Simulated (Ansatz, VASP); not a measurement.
# Two plane-wave programs on Sn

```
Sn
1.0
    -1.81563    1.81563    1.89129
     1.81563   -1.81563    1.89129
     1.81563    1.81563   -1.89129
Sn
1
Cartesian
  0.0000 0.0000 0.0000
```

Change from the starting cell: strain -0.0400 x Voigt [1, 1, 0, 0, 0, 0], atoms carried along.

Alike in both runs: task single point; functional r2SCAN; k mesh 22 × 22 × 22; occupations gaussian, width 0.15 eV; no spin polarisation.

|  | VASP | Ansatz |
| --- | --- | --- |
| version | VASP 6.6.1 | Ansatz 0.2.0 |
| potentials or method | VASP PAW PBE potentials, release 64 (Sn_d), cutoff 520 eV | scalar-relativistic, plane waves, PAW |
| valence electrons in the cell | 14 | 14 |

```csv
,VASP,Ansatz,Ansatz less VASP
gap on the k mesh at the Fermi level (eV),none,none,-
pressure (GPa),4.8,4.8,-0.05
"traceless stress, the component that is largest in VASP (GPa)",-0.12,-0.12,+0.005
```

VASP's potentials were made for PBE, not for r2SCAN. A gap of «none» marks a metal or a gap that the smearing closes.
